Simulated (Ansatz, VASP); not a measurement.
# AlN in VASP and in Ansatz

The input INCAR:

```
PREC = Accurate
ENCUT = 520
EDIFF = 1E-6
ISMEAR = 0
SIGMA = 0.01
LREAL = F
LASPH = T
NELM = 100
ALGO = Normal
ISIF = 2
LWAVE = F
LCHARG = F
GGA = PE
NBANDS = 11
```

Contents of KPOINTS:

```
regular mesh
0
Gamma
  6 6 6
```

The input POSCAR:

```
AlN
1.0
    0.0030931701      2.1810836321      2.1812767510
    2.1765424185     -0.0948322047      2.2792031806
    2.1741996550      2.2768261570     -0.0926578973
Al N
1 1
Direct
   -0.0010441382     -0.0226741753     -0.0084404849
    0.7465869109      0.7403090650      0.7494197404
```

Input for Ansatz:

```yaml
crystal:
  lattice:
    - [0.0030931701097678516, 2.181083632105095, 2.1812767509661333]
    - [2.176542418470423, -0.09483220474390197, 2.2792031805945667]
    - [2.1741996550232905, 2.276826156964201, -0.09265789727954322]
  atoms:
    - { symbol: Al, position: [-0.0010441381550328503, -0.02267417527988174, -0.008440484865945262] }
    - { symbol: "N", position: [0.7465869108670053, 0.7403090650314801, 0.7494197403694683] }
basis:
  ecutwfc: 450.0
kpoints:
  mp_grid:
    grid: [6, 6, 6]
hamiltonian:
  xc: pbe
scf:
  occupations:
    method: fixed
output:
  forces: true
  stress: true
```

Alike in both runs: task single point; functional PBE; k mesh 6 × 6 × 6; no spin polarisation.

|  | VASP | Ansatz |
| --- | --- | --- |
| version | VASP 6.6.1 | Ansatz 0.2.0 |
| potentials or method | VASP PAW PBE potentials, release 64 (Al, N), cutoff 520 eV | plane waves, PAW |
| occupations | gaussian, width 0.01 eV | fixed |
| valence electrons in the cell | 8 | 8 |

Ansatz gave:

* pressure (GPa): -6.6
* traceless stress, the component that is largest in VASP (GPa): 16.71
* rms of the force components (eV/Å): 0.639

Question: Estimate VASP's values.

Answer: Pressure (GPa): -6.8; traceless stress, the component that is largest in VASP (GPa): 16.81; rms of the force components (eV/Å): 0.640.

Atom by atom the forces differ by 0.001 eV/Å (rms over components).
